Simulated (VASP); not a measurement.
Runs of VASP 6.6.1 on MnS. The structure is that of space group Fm-3m (No. 225), or close to it. The cells are those of the table. 

```csv
cell,gap on the mesh (eV),pressure (GPa),moment (μB)
"a = 3.582 Å, angles 60.0°, 2 atoms",none,-1.1,(b)
"a = 3.671 Å, angles 60.0°, 2 atoms",none,-3.8,4.56
"a = 3.561 Å, angles 60.0°, 2 atoms",none,-0.2,4.19
"a = 3.547 Å, angles 60.0°, 2 atoms",none,0.8,(a)
"a = 3.683 Å, angles 60.0°, 2 atoms",none,(c),4.59
```

Alike in all rows: task single point; level PBE; potentials or basis VASP PAW PBE potentials, release 64 (Mn_pv, S); spin collinear, ferromagnetic start; k mesh 5 × 5 × 5; cutoff (eV) 520; smearing gaussian 0.1 eV.

Q: Estimate the missing entries.

A: (a) 4.17; (b) 4.25; (c) -4.3.

Caveats: all runs use coarse meshes; a cell with one magnetic atom can't hold antiferromagnetic order, which such compounds often take; semilocal functionals often make such compounds metallic where correlation or magnetic order opens a gap, which also shifts bond lengths.

A gap of «none» marks levels without a gap at the run's occupations.
